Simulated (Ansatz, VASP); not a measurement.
## One calculation of NaCl, two programs

```
CELL_PARAMETERS angstrom
0.00000 2.81000 2.81000
2.81000 0.00000 2.81000
2.81000 2.81000 0.00000
ATOMIC_POSITIONS crystal
Na 0.99973 0.99922 0.00032
Cl 0.50017 0.50050 0.49979
```

Alike in both runs: task single point; functional PBE; k mesh 4 × 4 × 4; no spin polarisation.

```csv
,VASP,Ansatz
version,VASP 6.6.1,Ansatz 0.2.0
potentials or method,"VASP PAW PBE potentials, release 64 (Na_pv, Cl), cutoff 500 eV","plane waves, PAW"
occupations,"gaussian, width 0.01 eV",fixed
valence electrons in the cell,14,16
```

|  | VASP | Ansatz | Ansatz less VASP |
| --- | --- | --- | --- |
| rms of the force components (eV/Å) | 0.004 | 0.004 | 0.0000 |

Atom by atom the forces differ by 0.000 eV/Å (rms over components). VASP's potentials hold 14 valence electrons a cell and Ansatz's 16, so a difference there can come from the potentials and not from the codes.

The k mesh is coarse, so the values compare programs but aren't converged.
